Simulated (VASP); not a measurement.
Write the native input for VASP 6.6.1 that does the following.

| Property | Result |
| --- | --- |
| Task | single point |
| Functional | PBEsol |
| Dispersion | D3(BJ) |
| Potentials or basis | VASP PAW PBE potentials, release 64 (In_d, Se) |
| Cutoff | 520 eV |
| k mesh | 10 × 10 × 10 |
| Occupations | gaussian, width 0.15 eV |
| Spin | no spin polarisation |
| Dipole correction | no |
| Further INCAR settings | ALGO = Normal; EDIFF = 1e-07; NBANDS = 30 |

The structure of In3Se lies in POSCAR:

```
In3Se
1.0
    4.5265987020      0.0000000000      0.0000000000
    0.0000000000      4.5265987020      0.0000000000
    0.0000000000      0.0000000000      4.6180359957
In Se
3 1
Direct
    0.0000000000      0.5000000000      0.5000000000
    0.5000000000      0.0000000000      0.5000000000
    0.5000000000      0.5000000000      0.0000000000
    0.0000000000      0.0000000000      0.0000000000
```

These files were run (other wordings do the same):

INCAR

```
SYSTEM = In3Se
PREC = Accurate
ENCUT = 520
EDIFF = 1E-7
ISMEAR = 0
SIGMA = 0.15
LREAL = .FALSE.
LASPH = .TRUE.
NELM = 100
ALGO = Normal
ISIF = 2
LWAVE = .FALSE.
LCHARG = .FALSE.
GGA = PS
IVDW = 12
NBANDS = 30
```

KPOINTS

```
Automatic mesh
0
G
  10 10 10
  0 0 0
```

Potentials or basis: VASP PAW PBE potentials, release 64 (In_d, Se).

Run with:

```sh
$ cat potpaw_PBE.64/In_d/POTCAR potpaw_PBE.64/Se/POTCAR > POTCAR
$ mpirun -np 1 vasp_std > vasp.out
```

Results of the run:

The pressure is 1.1 GPa. The band gap on the k mesh is zero (an odd number of electrons rules out a gap without spin polarisation) and the dispersion energy per atom is -0.378 eV.

Caveat: the PAW data sets were made with another functional, which shifts forces and pressure a little; spin-orbit coupling is left out, which moves the levels of the heavy elements.

It took 2.3 min on 1 thread of AMD EPYC 9R45 96-Core Processor (Zen 5), on a shared host, peak memory 0.4 GiB.
